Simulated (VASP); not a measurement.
Wanted: the native input for a VASP 6.6.1 run.

* Task: single point
* Functional: r2SCAN
* Potentials or basis: VASP PAW PBE potentials, release 64 (Ge_d)
* Cutoff: 520 eV
* k mesh: 12 × 12 × 12
* Occupations: gaussian, width 0.02 eV
* Spin: no spin polarisation
* Dipole correction: no
* Further INCAR settings: ALGO = Normal; EDIFF = 1e-06; NBANDS = 21

The system is Ge.

```
Ge
1.0
     0.00000    2.83677    2.83677
     2.83677    0.00000    2.83677
     2.83677    2.83677    0.00000
Ge
2
Direct
  0.00000 0.00000 0.00000
  0.25000 0.25000 0.25000
```

These files were run (other wordings do the same):

POSCAR

```
Ge
1.0
    0.0000000000      2.8367729578      2.8367729578
    2.8367729578      0.0000000000      2.8367729578
    2.8367729578      2.8367729578      0.0000000000
Ge
2
Direct
    0.0000000000      0.0000000000      0.0000000000
    0.2500000000      0.2500000000      0.2500000000
```

INCAR.step1

```
SYSTEM = Ge
ALGO     = Normal         ! electronic algorithm
EDIFF    = 1E-4           ! SCF threshold, eV
ENCUT    = 520            ! plane-wave cutoff, eV
GGA      = PE             ! functional
ISMEAR   = 0              ! smearing method
LASPH    = .TRUE.         ! aspherical terms in the spheres
LCHARG   = .FALSE.        ! write CHGCAR
LREAL    = .FALSE.        ! projectors in reciprocal space
LWAVE    = .TRUE.         ! write WAVECAR
NBANDS   = 21             ! bands
NELM     = 60             ! most SCF steps
PREC     = Accurate       ! precision mode
SIGMA    = 0.02           ! smearing width, eV
```

INCAR.step2

```
SYSTEM = Ge
ALGO     = Normal         ! electronic algorithm
EDIFF    = 1E-6           ! SCF threshold, eV
ENCUT    = 520            ! plane-wave cutoff, eV
ISIF     = 2              ! what is computed and relaxed
ISMEAR   = 0              ! smearing method
ISTART   = 1            
LASPH    = .TRUE.         ! aspherical terms in the spheres
LCHARG   = .TRUE.         ! write CHGCAR
LELF     = .TRUE.         ! ELF
LMIXTAU  = .TRUE.       
LREAL    = .FALSE.        ! projectors in reciprocal space
LVHAR    = .TRUE.       
LWAVE    = .FALSE.        ! write WAVECAR
METAGGA  = R2SCAN         ! meta-GGA
NBANDS   = 21             ! bands
NELM     = 60             ! most SCF steps
PREC     = Accurate       ! precision mode
SIGMA    = 0.02           ! smearing width, eV
```

KPOINTS

```
k-points
0
G
  12 12 12
  0 0 0
```

Potentials or basis: VASP PAW PBE potentials, release 64 (Ge_d).

Run with:

```bash
$ cat potpaw_PBE.64/Ge_d/POTCAR > POTCAR
$ cp INCAR.step1 INCAR
$ mpirun -np 1 vasp_std > vasp.out
$ cp INCAR.step2 INCAR
$ mpirun -np 1 vasp_std > vasp.out
```

Results of the run:

| Property | Result |
| --- | --- |
| Pressure | 0.1 GPa |
| Band gap on the k mesh | 0.32 eV, direct |

Caveat: the PAW data sets were made with another functional, which shifts forces and pressure a little.

Wall time 3.2 min on 1 thread of Intel Xeon 6975P-C, on a shared host, peak memory 0.2 GiB.
